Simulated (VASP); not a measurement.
# HfB2 in VASP: further runs, part 2 of 2

VASP 6.6.1. Earlier steps stand in the parts before.

## (3) Single point, PBE (strained)

INCAR

```
SYSTEM = HfB2
ALGO = Normal
EDIFF = 1E-7
ENCUT = 520
GGA = PE
ISIF = 2
ISMEAR = 0
LASPH = .TRUE.
LCHARG = .FALSE.
LREAL = .FALSE.
LWAVE = .FALSE.
NBANDS = 15
NELM = 60
PREC = Accurate
SIGMA = 0.1
```

KPOINTS

```
k-points
0
G
  15 15 12
  0 0 0
```

POSCAR

```
HfB2
1.0
    3.0353752972      0.0000000000      0.0000000000
   -1.5176876486      2.6287121173      0.0000000000
    0.0000000000      0.0000000000      3.3118464000
Hf B
1 2
Direct
    0.0000000000      0.0000000000      0.0000000000
    0.3333333333      0.6666666667      0.5000000000
    0.6666666667      0.3333333333      0.5000000000
```

Potentials or basis: VASP PAW PBE potentials, release 64 (Hf_pv, B).

Run with:

```
cat potpaw_PBE.64/Hf_pv/POTCAR potpaw_PBE.64/B/POTCAR > POTCAR
mpirun -np 1 vasp_std > vasp.out
```

OUTCAR:

```text
SYSTEM = HfB2
   EDIFF = 1E-7
   ENCUT = 520
   GGA = PE
   ISIF = 2
   ISMEAR = 0
   LASPH = .TRUE.
   LREAL = .FALSE.
   NELM = 60
   PREC = Accurate

 ion  position               nearest neighbor table
   1  0.000  0.000  0.000-   2 2.41   3 2.41   2 2.41   3 2.41   2 2.41   2 2.41   3 2.41   3 2.41
                             3 2.41   3 2.41   2 2.41   2 2.41
   2  0.333  0.667  0.500-   3 1.75   3 1.75   3 1.75   1 2.41   1 2.41   1 2.41   1 2.41   1 2.41
                             1 2.41
   3  0.667  0.333  0.500-   2 1.75   2 1.75   2 1.75   1 2.41   1 2.41   1 2.41   1 2.41   1 2.41
                             1 2.41

  LATTYP: Found a hexagonal cell.
 ALAT       =     3.0353752972
 C/A-ratio  =     1.0910830048

  Lattice vectors:

 A1 = (   3.0353752972,   0.0000000000,   0.0000000000)
 A2 = (  -1.5176876486,   2.6287121173,   0.0000000000)
 A3 = (   0.0000000000,   0.0000000000,   3.3118464000)

Analysis of symmetry for initial positions (statically):
=====================================================================
 Subroutine PRICEL returns:
 Original cell was already a primitive cell.

 Routine SETGRP: Setting up the symmetry group for a
 hexagonal supercell.

 Subroutine GETGRP returns: Found 24 space group operations
 (whereof 24 operations were pure point group operations)
 out of a pool of 24 trial point group operations.

The static configuration has the point symmetry D_6h.

Analysis of symmetry for dynamics (positions and initial velocities):
=====================================================================
 Subroutine PRICEL returns:
 Original cell was already a primitive cell.

 Routine SETGRP: Setting up the symmetry group for a
 hexagonal supercell.

 Subroutine GETGRP returns: Found 24 space group operations
 (whereof 24 operations were pure point group operations)
 out of a pool of 24 trial point group operations.

The dynamic configuration has the point symmetry D_6h.

 Subroutine INISYM returns: Found 24 space group operations
 (whereof 24 operations are pure point group operations),
 and found     1 'primitive' translations

[... 122 lines left out ...]
   LHFCALC =     F    Hartree Fock is set to
   AEXX    =    0.0000 exact exchange contribution
   IVDW    =     0    specifies the selected vdW correction
   LEPSILON=     F    determine dielectric tensor
   LRPA    =     F    only Hartree local field effects (RPA)
 non-spin polarized calculation
 Gauss-broadening in eV      SIGMA  =   0.10
  energy-cutoff  :      520.00
  volume of cell :       26.43
 maximum number of plane-waves:       733
 NGX is ok and might be reduce to    24
   NGX = 11   NGY = 11   NGZ = 13

 number of electron      16.0000001 magnetization

 Free energy of the ion-electron system (eV)
  ---------------------------------------------------
  ext. energy  EPLUGINS =         0.00000000
  ---------------------------------------------------
  free energy    TOTEN  =       -26.02508579 eV

  energy without entropy =      -26.02392335  energy(sigma->0) =      -26.02450457

 E-fermi :   8.6642     XC(G=0): -13.1602

 val. band max:        8.6072213610   @ k =   0.0667   0.0000   0.2500
 cond. band min:       8.6926830731   @ k =   0.4000   0.1333   0.0000
 fundamental gap:      0.0854617121
 Fermi energy:         8.6641705306

 k-point     1 :       0.0000    0.0000    0.0000
  band No.  band energies     occupation
      1     -21.6160      2.00000
      2     -20.9792      2.00000
      3     -20.9792      2.00000
      4      -5.7801      2.00000
      5       5.3458      2.00000
      6       5.3458      2.00000
      7       5.3762      2.00000
      8       6.0600      2.00000
      9      13.2604      0.00000
     10      13.2604      0.00000
     11      14.0336      0.00000
     12      14.0336      0.00000
     13      14.1049      0.00000
     14      14.1049      0.00000
[... 401 lines left out ...]
      2     -21.4816      2.00000
      3     -21.3991      2.00000
      4      -0.9717      2.00000
      5      -0.2490      2.00000
      6       2.2300      2.00000
      7       4.7783      2.00000
      8       7.5315      2.00000
      9       8.3292      2.00000
     10      11.9940      0.00000
     11      13.7717      0.00000
     12      16.4375      0.00000
     13      19.0362      0.00000
     14      20.0136      0.00000
     15      20.5480      0.00000

 [... further k-points ...]
[... 5 lines left out ...]
  --------------------------------------------------------------------------------------
  -------------------------------------------------------------------------------------
  Total        6.1586961      6.1586961      6.8059185      0.0000000      0.0000000      0.0000000
  in kB      373.3995123    373.3995123    412.6403756      0.0000000      0.0000000      0.0000000
  external PRESSURE =     386.4798000 kB  Pullay stress =       0.0000000 kB

 VOLUME and BASIS-vectors are now :
 -----------------------------------------------------------------------------
  energy-cutoff  :      520.00
  volume of cell :       26.43
      direct lattice vectors                 reciprocal lattice vectors
     3.035375297  0.000000000  0.000000000     0.329448553  0.190207211  0.000000000
    -1.517687649  2.628712117  0.000000000     0.000000000  0.380414422  0.000000000
     0.000000000  0.000000000  3.311846400     0.000000000  0.000000000  0.301946370

 POSITION                                       TOTAL-FORCE (eV/Angst)
 -----------------------------------------------------------------------------------
      0.00000      0.00000      0.00000         0.000000      0.000000      0.000000
     -0.00000      1.75247      1.65592        -0.000000      0.000000      0.000000
      1.51769      0.87624      1.65592         0.000000     -0.000000      0.000000
 -----------------------------------------------------------------------------------
    total drift:                               -0.000000      0.000000     -0.000000

  FREE ENERGIE OF THE ION-ELECTRON SYSTEM (eV)
  ---------------------------------------------------
  free  energy   TOTEN  =       -26.0250857866 eV

  energy  without entropy=      -26.0239233537  energy(sigma->0) =      -26.02450457
```

Run time: 47 s. Hardware: 1 thread of Intel Xeon 6975P-C (Granite Rapids), shared host; peak memory 0.2 GiB.

What came out:

```yaml
Free_energy: -26.0251 eV
Pressure: 38.6 GPa
Band_gap_on_the_k_mesh: zero (band 8 reaches 9.36 eV, above the bottom of band 9 at 8.33 eV)
```

Stress tensor (GPa, compression positive):
```
37.34  0.00  0.00
 0.00 37.34  0.00
 0.00  0.00 41.26
```

Levels at points of the mesh, in eV from the Fermi level:
| k point | band 4 | band 5 | band 6 | band 7 | band 8 | band 9 | band 10 | band 11 | band 12 | band 13 |
| --- | --- | --- | --- | --- | --- | --- | --- | --- | --- | --- |
| (0.00, 0.00, 0.00) | -14.44 | -3.32 | -3.32 | -3.29 | -2.60 | 4.60 | 4.60 | 5.37 | 5.37 | 5.44 |
| (0.00, 0.00, 0.50) | -11.40 | -8.83 | -1.35 | -1.35 | 0.14 | 0.14 | 1.05 | 1.05 | 2.85 | 5.25 |

Caveat: the cell differs from its parent crystal (strained); spin-orbit coupling is left out, which moves the levels of the heavy elements.
